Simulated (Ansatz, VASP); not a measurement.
# One calculation of C, two programs

File INCAR:

```
PREC = Accurate
ENCUT = 600
EDIFF = 1E-6
ISMEAR = 0
SIGMA = 0.1
LREAL = F
LASPH = T
NELM = 60
ALGO = Normal
ISIF = 3
LWAVE = F
LCHARG = F
GGA = PE
IBRION = 2
NSW = 100
EDIFFG = -0.01
```

File KPOINTS:

```
Automatic mesh
0
Gamma
  30 30 30
```

POSCAR

```
C
1.0
    1.7543200466      0.0000000000      0.0000000000
    0.0000000000      1.7543200466      0.0000000000
    0.0000000000      0.0000000000      1.7543200466
C
1
Direct
    0.0000000000      0.0000000000      0.0000000000
```

Input for Ansatz:

```yaml
crystal:
  lattice:
    - [1.7543200466, 0.0, 0.0]
    - [0.0, 1.7543200466, 0.0]
    - [0.0, 0.0, 1.7543200466]
  atoms:
    - { symbol: C, position: [0.0, 0.0, 0.0] }
basis:
  ecutwfc: 420
kpoints:
  mp_grid: { grid: [30, 30, 30] }
hamiltonian:
  xc: pbe
scf:
  occupations: { method: gaussian, width: 0.1 }
output:
  forces: true
  stress: true
  eigenvalues: true
relax:
  adjacent_minimum: "off"
  f_tol: 0.01
  max_steps: 80
  cell: { stress_tol: 0.05 }
```

Alike in both runs: task relaxation of cell and atoms; functional PBE; k mesh 30 × 30 × 30; occupations gaussian, width 0.1 eV; no spin polarisation.

|  | VASP | Ansatz |
| --- | --- | --- |
| version | VASP 6.6.1 | Ansatz 0.2.0 |
| potentials or method | VASP PAW PBE potentials, release 64 (C), cutoff 600 eV | scalar-relativistic, plane waves, PAW |
| valence electrons in the cell | 4 | 4 |

```csv
,VASP,Ansatz,Ansatz less VASP
"gap on the k mesh at the Fermi level, each at its own relaxed structure (eV)",none,none,-
relaxed volume (Å³/atom),5.60,5.60,+0.001
relaxed cell length with the largest relative difference (Å),1.776,1.776,+0.0001
```

A gap of «none» marks a metal or a gap that the smearing closes.
